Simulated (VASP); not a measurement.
# AlInAsP3 (P-6m2) in VASP: a series of runs

Runs on AlInAsP3. Level: PBE. Tasks: single point.

Everything below comes from runs of VASP 6.6.1. Logs are shortened: lines on timing, memory, paths and dates and some standing lists are left out, and cuts for length are marked.

## Step 1: The cell of the first run

It takes space group P-6m2 (No. 187, hexagonal). The conventional cell has a = 4.996 Å, b = 4.996 Å, c = 5.275 Å, α = 90.00°, β = 90.00°, γ = 120.00°. Within 3.8 Å of Al (site symmetry -6m2) lie 3 In at 2.88 Å and 3 As at 2.88 Å and 6 P at 2.95 Å. In (site symmetry -6m2) has 3 As at 2.88 Å and 3 Al at 2.88 Å and 6 P at 3.07 Å within 3.8 Å. Within 3.1 Å of P (site symmetry mm2) lie 4 P at 2.28 to 2.71 Å and 2 Al at 2.95 Å and 2 In at 3.07 Å. As (site symmetry -6m2) has 3 In at 2.88 Å and 3 Al at 2.88 Å and 12 P at 3.63 Å within 3.8 Å.

The cell was built from a structure type or drawn by symmetry, and may not be a known phase.

## Step 2: Single point, PBE

File INCAR:

```
SYSTEM = AlInAsP3
ALGO = Normal
EDIFF = 1E-6
ENCUT = 500
GGA = PE
GGA_COMPAT = .False.
ISIF = 2
ISMEAR = 0
LASPH = .True.
LCHARG = .False.
LREAL = .False.
LWAVE = .False.
NBANDS = 27
NELM = 120
PREC = Accurate
SIGMA = 0.1
```

File KPOINTS:

```
k-points
0
Gamma
  3 3 4
  0 0 0
```

File POSCAR:

```
AlInAsP3
1.0
    4.9960254181      0.0000000000      0.0000000000
   -2.4980127090      4.3266849300      0.0000000000
    0.0000000000      0.0000000000      5.2748836686
Al In P As
1 1 3 1
Direct
    0.3333333333      0.6666666667      0.0000000000
    0.0000000000      0.0000000000      0.0000000000
    0.6380025951      0.8190012975      0.5000000000
    0.1809987025      0.8190012975      0.5000000000
    0.1809987025      0.3619974049      0.5000000000
    0.6666666667      0.3333333333      0.0000000000
```

Potentials or basis: VASP PAW PBE potentials, release 64 (Al, In_d, P, As).

On the command line:

```sh
> cat potpaw_PBE.64/Al/POTCAR potpaw_PBE.64/In_d/POTCAR potpaw_PBE.64/P/POTCAR potpaw_PBE.64/As/POTCAR > POTCAR
> mpirun -np 1 vasp_std > vasp.out
```

OUTCAR:

```text
SYSTEM = AlInAsP3
   EDIFF = 1E-6
   ENCUT = 500
   GGA = PE
   ISIF = 2
   ISMEAR = 0
   LASPH = .True.
   LREAL = .False.
   NELM = 120
   PREC = Accurate

 ion  position               nearest neighbor table
   1  0.333  0.667  0.000-   2 2.88   6 2.88   6 2.88   2 2.88   2 2.88   6 2.88   4 2.95   4 2.95
                             5 2.95   5 2.95   3 2.95   3 2.95
   2  0.000  0.000  0.000-   1 2.88   6 2.88   1 2.88   6 2.88   6 2.88   1 2.88   5 3.07   5 3.07
                             3 3.07   3 3.07   4 3.07   4 3.07
   3  0.638  0.819  0.500-   4 2.28   5 2.28   4 2.71   5 2.71   1 2.95   1 2.95   2 3.07   2 3.07

   4  0.181  0.819  0.500-   5 2.28   3 2.28   5 2.71   3 2.71   1 2.95   1 2.95   2 3.07   2 3.07

   5  0.181  0.362  0.500-   4 2.28   3 2.28   4 2.71   3 2.71   1 2.95   1 2.95   2 3.07   2 3.07

   6  0.667  0.333  0.000-   2 2.88   1 2.88   1 2.88   2 2.88   2 2.88   1 2.88

  LATTYP: Found a hexagonal cell.
 ALAT       =     4.9960254181
 C/A-ratio  =     1.0558160192

  Lattice vectors:

 A1 = (   4.9960254181,   0.0000000000,   0.0000000000)
 A2 = (  -2.4980127090,   4.3266849300,   0.0000000000)
 A3 = (   0.0000000000,   0.0000000000,   5.2748836686)

Analysis of symmetry for initial positions (statically):
=====================================================================
 Subroutine PRICEL returns:
 Original cell was already a primitive cell.

 Routine SETGRP: Setting up the symmetry group for a
 hexagonal supercell.

 Subroutine GETGRP returns: Found 12 space group operations
 (whereof 12 operations were pure point group operations)
 out of a pool of 24 trial point group operations.

The static configuration has the point symmetry D_3h.

Analysis of symmetry for dynamics (positions and initial velocities):
=====================================================================
 Subroutine PRICEL returns:
 Original cell was already a primitive cell.

 Routine SETGRP: Setting up the symmetry group for a
 hexagonal supercell.

 Subroutine GETGRP returns: Found 12 space group operations
 (whereof 12 operations were pure point group operations)
 out of a pool of 24 trial point group operations.

The dynamic configuration has the point symmetry D_3h.

 Subroutine INISYM returns: Found 12 space group operations
 (whereof 12 operations are pure point group operations),
 and found     1 'primitive' translations

----------------------------------------------------------------------------------------

                                     Primitive cell

  volume of cell :     114.0231

  direct lattice vectors                    reciprocal lattice vectors
     4.996025418  0.000000000  0.000000000     0.200159110  0.115561916  0.000000000
    -2.498012709  4.326684930  0.000000000     0.000000000  0.231123832  0.000000000
     0.000000000  0.000000000  5.274883669     0.000000000  0.000000000  0.189577641

  length of vectors
     4.996025418  4.996025418  5.274883669     0.231123832  0.231123832  0.189577641

  position of ions in fractional coordinates (direct lattice)
     0.333333333  0.666666667  0.000000000
     0.000000000  0.000000000  0.000000000
     0.638002595  0.819001298  0.500000000
     0.180998702  0.819001298  0.500000000
     0.180998702  0.361997405  0.500000000
     0.666666667  0.333333333  0.000000000

  ion indices of the primitive-cell ions
   primitive index   ion index
                 1           1
                 2           2
                 3           3
                 4           4
                 5           5
                 6           6

----------------------------------------------------------------------------------------

 KPOINTS: k-points

Automatic generation of k-mesh.
 Grid dimensions read from file:
 generate k-points for:    3    3    4

 Generating k-lattice:

  Cartesian coordinates                     Fractional coordinates (reciprocal lattice)
     0.066719703  0.038520639  0.000000000     0.333333333 -0.000000000  0.000000000
     0.000000000  0.077041277  0.000000000     0.000000000  0.333333333  0.000000000
     0.000000000  0.000000000  0.047394410     0.000000000  0.000000000  0.250000000

  Length of vectors
     0.077041277  0.077041277  0.047394410

  Shift w.r.t. Gamma in fractional coordinates (k-lattice)
     0.000000000  0.000000000  0.000000000

 Subroutine IBZKPT returns following result:
 ===========================================

 Found      9 irreducible k-points:

 Following reciprocal coordinates:
            Coordinates               Weight
  0.000000  0.000000  0.000000      1.000000
  0.333333 -0.000000  0.000000      6.000000
  0.333333  0.333333  0.000000      2.000000
  0.000000  0.000000  0.250000      2.000000
  0.333333 -0.000000  0.250000     12.000000
  0.333333  0.333333  0.250000      4.000000
  0.000000  0.000000  0.500000      1.000000
  0.333333 -0.000000  0.500000      6.000000
  0.333333  0.333333  0.500000      2.000000
   k-points           NKPTS =      9   k-points in BZ     NKDIM =      9   number of bands    NBANDS=     27
   number of dos      NEDOS =    301   number of ions     NIONS =      6
   total plane-waves  NPLWV =  51840
   dimension x,y,z NGX =    36 NGY =   36 NGZ =   40
   dimension x,y,z NGXF=    72 NGYF=   72 NGZF=   80
   ions per type =               1   1   3   1
   NGX,Y,Z   is equivalent  to a cutoff of  11.98, 11.98, 12.61 a.u.
   NGXF,Y,Z  is equivalent  to a cutoff of  23.96, 23.96, 25.21 a.u.
 SYSTEM =  AlInAsP3
   PREC   = accura    normal or accurate (medium, high low for compatibility)
   ISTART =      0    job   : 0-new  1-cont  2-samecut
   ICHARG =      2    charge: 1-file 2-atom 10-const
   ISPIN  =      1    spin polarized calculation?
   LNONCOLLINEAR =      F non collinear calculations
   LSORBIT =      F    spin-orbit coupling
   LASPH  =      T    aspherical Exc in radial PAW
   ENCUT  =  500.0 eV  36.75 Ry    6.06 a.u.   9.11  9.11  9.62*2*pi/ulx,y,z
   NELM   =    120;   NELMIN=  2; NELMDL= -5     # of ELM steps
   EDIFF  = 0.1E-05   stopping-criterion for ELM
   LREAL  =      F    real-space projection
   EDIFFG = 0.1E-04   stopping-criterion for IOM
   NSW    =      0    number of steps for IOM
   IBRION =     -1    ionic relax: 0-MD 1-quasi-New 2-CG
   NFREE  =      0    steps in history (QN), initial steepest desc. (CG)
   ISIF   =      2    stress and relaxation
   ISYM   =      2    0-nonsym 1-usesym 2-fastsym
   POTIM  = 0.5000    time-step for ionic-motion
   TEBEG  =    0.0;   TEEND  =   0.0 temperature during run
   PSTRESS=    0.0 pullay stress
   NELECT =      36.0000    total number of electrons
   NUPDOWN=      -1.0000    fix difference up-down
   EMIN   =  10.00;   EMAX   =-10.00  energy-range for DOS
   EFERMI =   0.00;   METHOD = LEGACY
   ISMEAR =     0;   SIGMA  =   0.10  broadening in eV -4-tet -1-fermi 0-gaus
   EFERMI_NEDOS =   21; number of points for ismear=-14 and -15
   IALGO  =     38    algorithm
   IMIX   =      4    mixing-type and parameters
     AMIX     =   0.40;   BMIX     =  1.00
     AMIX_MAG =   1.60;   BMIX_MAG =  1.00
  volume/ion in A,a.u.               =      19.00       128.24
  Fermi-wavevector in a.u.,A,eV,Ry     =   1.114752  2.106575 16.907564  1.242671
  Thomas-Fermi vector in A             =   2.251350
   LORBIT       =      0    0 simple, 1 ext, 2 COOP (PROOUT), +10 PAW based schemes
   GGA     = PE    functional components
   LHFCALC =     F    Hartree Fock is set to
   AEXX    =    0.0000 exact exchange contribution
   IVDW    =     0    specifies the selected vdW correction
   LEPSILON=     F    determine dielectric tensor
   LRPA    =     F    only Hartree local field effects (RPA)
 non-spin polarized calculation
 Gauss-broadening in eV      SIGMA  =   0.10
  energy-cutoff  :      500.00
  volume of cell :      114.02
 maximum number of plane-waves:      2907
   NGX = 19   NGY = 19   NGZ = 19

 number of electron      36.0000009 magnetization

 Free energy of the ion-electron system (eV)
  ---------------------------------------------------
  ext. energy  EPLUGINS =         0.00000000
  ---------------------------------------------------
  free energy    TOTEN  =       -24.98843285 eV

  energy without entropy =      -24.95599918  energy(sigma->0) =      -24.97221602

 E-fermi :   7.2238     XC(G=0): -10.3752

 val. band max:        7.2048021170   @ k =   0.3333  -0.0000   0.2500
 cond. band min:       7.2666086754   @ k =   0.3333  -0.0000   0.5000
 fundamental gap:      0.0618065584
 Fermi energy:         7.2237710812

 k-point     1 :       0.0000    0.0000    0.0000
  band No.  band energies     occupation
      1      -7.7624      2.00000
      2      -7.7166      2.00000
      3      -7.7166      2.00000
      4      -7.6176      2.00000
      5      -7.6176      2.00000
      6      -7.3130      2.00000
[... 19 lines left out ...]
     26      11.9814      0.00000
     27      13.1377      0.00000

 k-point     2 :       0.3333   -0.0000    0.0000
  band No.  band energies     occupation
      1      -7.7519      2.00000
      2      -7.7120      2.00000
      3      -7.6960      2.00000
      4      -7.6248      2.00000
      5      -7.6189      2.00000
      6      -6.7643      2.00000
[... 19 lines left out ...]
     26      13.0318      0.00000
     27      13.6474      0.00000

 k-point     3 :       0.3333    0.3333    0.0000
  band No.  band energies     occupation
      1      -7.7358      2.00000
      2      -7.7089      2.00000
      3      -7.7014      2.00000
      4      -7.6243      2.00000
      5      -7.6237      2.00000
      6      -6.3198      2.00000
[... 144 lines left out ...]
      1      -7.7435      2.00000
      2      -7.6951      2.00000
      3      -7.6751      2.00000
      4      -7.6639      2.00000
      5      -7.6299      2.00000
      6      -6.5344      2.00000
[... 19 lines left out ...]
     26      11.5404      0.00000
     27      12.7030      0.00000

 k-point     9 :       0.3333    0.3333    0.5000
  band No.  band energies     occupation
      1      -7.7348      2.00000
      2      -7.6991      2.00000
      3      -7.6685      2.00000
      4      -7.6651      2.00000
      5      -7.6372      2.00000
      6      -6.1603      2.00000
[... 19 lines left out ...]
     26      10.6541      0.00000
     27      12.9256      0.00000

------------------------ aborting loop because EDIFF is reached ----------------------------------------

  FORCE on cell =-STRESS in cart. coord.  units (eV):
  Direction    XX          YY          ZZ          XY          YZ          ZX
  --------------------------------------------------------------------------------------
  -------------------------------------------------------------------------------------
  Total       -0.1086530     -0.1086530      0.0711342     -0.0000000     -0.0000000      0.0000000
  in kB       -1.5267198     -1.5267198      0.9995314     -0.0000000     -0.0000000      0.0000000
  external PRESSURE =      -0.6846360 kB  Pullay stress =       0.0000000 kB

 VOLUME and BASIS-vectors are now :
 -----------------------------------------------------------------------------
  energy-cutoff  :      500.00
  volume of cell :      114.02
      direct lattice vectors                 reciprocal lattice vectors
     4.996025418  0.000000000  0.000000000     0.200159110  0.115561916  0.000000000
    -2.498012709  4.326684930  0.000000000     0.000000000  0.231123832  0.000000000
     0.000000000  0.000000000  5.274883669     0.000000000  0.000000000  0.189577641

 POSITION                                       TOTAL-FORCE (eV/Angst)
 -----------------------------------------------------------------------------------
     -0.00000      2.88446      0.00000        -0.000000      0.000000     -0.000000
      0.00000      0.00000      0.00000        -0.000000      0.000000     -0.000000
      1.14160      3.54356      2.63744        -0.052325     -0.030210      0.000000
     -1.14160      3.54356      2.63744         0.052325     -0.030210      0.000000
      0.00000      1.56625      2.63744         0.000000      0.060419     -0.000000
      2.49801      1.44223      0.00000        -0.000000      0.000000     -0.000000
 -----------------------------------------------------------------------------------
    total drift:                                0.000000     -0.000000      0.000000

  FREE ENERGIE OF THE ION-ELECTRON SYSTEM (eV)
  ---------------------------------------------------
  free  energy   TOTEN  =       -24.9884328527 eV

  energy  without entropy=      -24.9559991845  energy(sigma->0) =      -24.97221602
```

It took 17 s on 1 thread of AMD EPYC 9R45 (Zen 5), shared host; peak memory 0.19 GiB.

What came out:

```
Free energy            : -24.9884 eV
Pressure               : -0.1 GPa
Largest force          : 0.060 eV/Å
Band gap on the k mesh : zero (bands 18 and 19 overlap by 2.54 eV)
```

Forces in eV/Å, atoms in the order of the input:
```
Al   0.000  0.000  0.000
In   0.000  0.000  0.000
P   -0.052 -0.030  0.000
P    0.052 -0.030  0.000
P    0.000  0.060  0.000
As   0.000  0.000  0.000
```

Stress tensor (GPa, compression positive):
```
-0.15  0.00  0.00
 0.00 -0.15  0.00
 0.00  0.00  0.10
```

Caveat: the k points lie up to 0.48 Å⁻¹ apart, too coarse for converged energies and pressures of a metal; spin-orbit coupling is left out, which moves the levels of the heavy elements.

## Step 3: Single point, PBE

This run uses another cell than the first one, of 21.23 Å³/atom.

File INCAR:

```
ALGO     = Normal         # electronic algorithm
EDIFF    = 1E-6           # SCF threshold, eV
ENCUT    = 500            # plane-wave cutoff, eV
GGA      = PE             # functional
GGA_COMPAT= F            
ISIF     = 2              # what is computed and relaxed
ISMEAR   = 0              # smearing method
LASPH    = T              # aspherical terms in the spheres
LCHARG   = F              # write CHGCAR
LREAL    = F              # projectors in reciprocal space
LWAVE    = F              # write WAVECAR
NBANDS   = 27             # bands
NELM     = 120            # most SCF steps
PREC     = Accurate       # precision mode
SIGMA    = 0.1            # smearing width, eV
```

File KPOINTS:

```
k-points
0
Gamma
  3 3 4
```

File POSCAR:

```
AlInAsP3
1.0
    5.8482433200      0.0000000000      0.0000000000
   -2.9241216600      5.0647272800      0.0000000000
    0.0000000000      0.0000000000      4.2998960100
Al In P As
1 1 3 1
Direct
    0.3333333300      0.6666666700      0.0000000000
    0.0000000000      0.0000000000      0.0000000000
    0.6650506700      0.8325253300      0.5000000000
    0.1674746700      0.8325253300      0.5000000000
    0.1674746700      0.3349493300      0.5000000000
    0.6666666700      0.3333333300      0.0000000000
```

Potentials or basis: VASP PAW PBE potentials, release 64 (Al, In_d, P, As).

On the command line:

```sh
> cat potpaw_PBE.64/Al/POTCAR potpaw_PBE.64/In_d/POTCAR potpaw_PBE.64/P/POTCAR potpaw_PBE.64/As/POTCAR > POTCAR
> mpirun -np 1 vasp_std > vasp.out
```

Run time: 23 s. Hardware: 1 thread of AMD EPYC 9R45 (Zen 5), shared host; peak memory 0.23 GiB.

The run converged. Its results:

* Free energy: -22.9311 eV
* Pressure: -4.1 GPa
* Largest force: 0.821 eV/Å
* Band gap on the k mesh: zero (bands 18 and 19 overlap by 1.75 eV)

Forces on the atoms (eV/Å):
```
Al   0.000  0.000  0.000
In   0.000  0.000  0.000
P   -0.711 -0.410  0.000
P    0.711 -0.410  0.000
P    0.000  0.821  0.000
As   0.000  0.000  0.000
```

Stress tensor (GPa, compression positive):
```
-3.52  0.00  0.00
 0.00 -3.52  0.00
 0.00  0.00 -5.31
```

Levels at points of the mesh, in eV from the Fermi level:
```tsv
k point	band 16	band 17	band 18	band 19	band 20	band 21
(0.00, 0.00, 0.00)	-0.83	0.35	0.35	0.64	1.39	1.71
(0.00, 0.00, 0.50)	-3.08	-1.92	-1.92	-1.39	2.40	2.98
```

Caveat: the k points lie up to 0.41 Å⁻¹ apart, too coarse for converged energies and pressures of a metal; spin-orbit coupling is left out, which moves the levels of the heavy elements.

[end of part 1 of 2]
